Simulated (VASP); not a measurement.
**ZnS: electric field gradients with PBE**

Crystal: ZnS.

```
Zn S
1.0
     3.73386    0.00000    0.00000
    -1.86693    3.23362    0.00000
     0.00000    0.00000    6.10782
Zn S
2 2
Direct
  0.33333 0.66667 0.00000
  0.66667 0.33333 0.50000
  0.33333 0.66667 0.38500
  0.66667 0.33333 0.88500
```

```
Program                : VASP 6.6.1
Task                   : electric field gradients
Functional             : PBE
Potentials or basis    : VASP PAW PBE potentials, release 64 (Zn, S)
Cutoff                 : 520 eV
k mesh                 : 8 × 8 × 5
Occupations            : fermi-dirac, width 0.03 eV
Spin                   : no spin polarisation
Dipole correction      : no
Further INCAR settings : ALGO = Normal; EDIFF = 1e-08; NBANDS = 26
```

* Pressure: 8.1 GPa
* Largest force: 0.402 eV/Å
* Band gap on the k mesh: 2.55 eV
* Largest electric field gradient by atom: Zn +20.7; S -4.4 V/Å²

Forces in eV/Å, atoms in the order of the input:
```
Zn   0.000  0.000  0.402
Zn   0.000  0.000  0.402
S    0.000  0.000 -0.402
S    0.000  0.000 -0.402
```

Stress tensor (GPa, compression positive):
```
9.10 0.00 0.00
0.00 9.10 0.00
0.00 0.00 6.02
```

Levels at points of the mesh, in eV from the valence-band top:
```
           k point  band 15  band 16  band 17  band 18  band 19  band 20  band 21  band 22
(0.00, 0.00, 0.00)    -0.94    -0.01     0.00     0.00     2.55     3.11     6.25     6.25
(0.50, 0.00, 0.00)    -3.45    -2.47    -1.74    -1.07     3.56     4.43     5.13     7.10
```

Electric field gradients, principal values (V/Å²):
```csv
atom,least,middle,greatest (by size)
1 Zn,-10.346,-10.356,20.702
2 Zn,-10.346,-10.356,20.702
3 S,2.205,2.205,-4.410
4 S,2.205,2.205,-4.410
```

Run time: 63 s on 1 thread of AMD EPYC 7R43 64-Core Processor (Zen 3), on a shared host, peak memory 0.17 GiB.

Caveat: the cell stands under pressure; without QUAD_EFG the Cq values of the log hold for a quadrupole moment of 1 mb, not for the nuclei.
